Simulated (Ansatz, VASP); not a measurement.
**Two plane-wave programs on P**

```
P
1.0
     4.64265    2.12524    0.00000
     0.95547    5.01576    0.00000
     0.00000    0.00000   23.80000
P
3
Direct
  0.72371 0.72371 0.29412
  0.27629 0.27629 0.29412
  0.50000 0.50000 0.29412
```

Alike in both runs: functional PBE; k mesh 4 × 4 × 1; occupations gaussian, width 0.1 eV; no spin polarisation.

Ansatz relaxed the structure, and its values are those at the end. VASP's run is a single point on that final structure, the one shown.

|  | VASP | Ansatz |
| --- | --- | --- |
| version | VASP 6.6.1 | Ansatz 0.2.0 |
| potentials or method | VASP PAW PBE potentials, release 64 (P), cutoff 520 eV | scalar-relativistic, plane waves, PAW |
| valence electrons in the cell | 15 | 15 |

|  | VASP | Ansatz | Ansatz less VASP |
| --- | --- | --- | --- |
| gap on the k mesh at the Fermi level (eV) | none | none | - |
| rms of the force components (eV/Å) | 0.034 | 0.000 | -0.0334 |

A gap of «none» marks a metal or a gap that the smearing closes. With one functional, cell and mesh, what is left measures potentials, basis and numerics. Ansatz's warnings: slab cell height set.

The k mesh is coarse, so the values compare programs but aren't converged.
